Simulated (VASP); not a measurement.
Bi2Se3, 5 atoms in the cell. Symmetry: R-3m, No. 166, trigonal system. Conventional cell: a = 4.102 Å, b = 4.102 Å, c = 28.636 Å, α = 90.00°, β = 90.00°, γ = 120.00°. Bi (site symmetry 3m) has 6 Se at 2.83 to 3.06 Å within 3.7 Å. Within 4.3 Å of Se (site symmetry -3m) lie 6 Bi at 3.06 Å and 12 Se at 4.10 to 4.21 Å. Se (site symmetry 3m) has 3 Bi at 2.83 Å and 3 Se at 3.50 Å within 3.7 Å.  This cell differs from its parent crystal: equal xx and yy strain of -1 %.

| Property | Result |
| --- | --- |
| Program | VASP 6.6.1 |
| Task | single point |
| Functional | PBEsol |
| Potentials or basis | VASP PAW PBE potentials, release 64 (Bi_d, Se) |
| Cutoff | 520 eV |
| k mesh | 6 × 6 × 6 |
| Occupations | fermi-dirac, width 0.03 eV |
| Spin | no spin polarisation |
| Dipole correction | no |
| Further INCAR settings | ALGO = Normal; EDIFF = 1e-06; NBANDS = 32 |

Potentials or basis: VASP PAW PBE potentials, release 64 (Bi_d, Se).

Command:

```bash
$ cat potpaw_PBE.64/Bi_d/POTCAR potpaw_PBE.64/Se/POTCAR > POTCAR
$ mpirun -np 1 vasp_std > vasp.out
```

Hardware: 1 thread of Intel(R) Xeon(R) Platinum 8488C (Sapphire Rapids), with other jobs on the host.

Question: How long does it take, and how much memory?

Answer: It took 13 min on 1 thread of Intel(R) Xeon(R) Platinum 8488C (Sapphire Rapids), on a shared host, peak memory 0.92 GiB. Counts: scf iterations 13, k points 32.
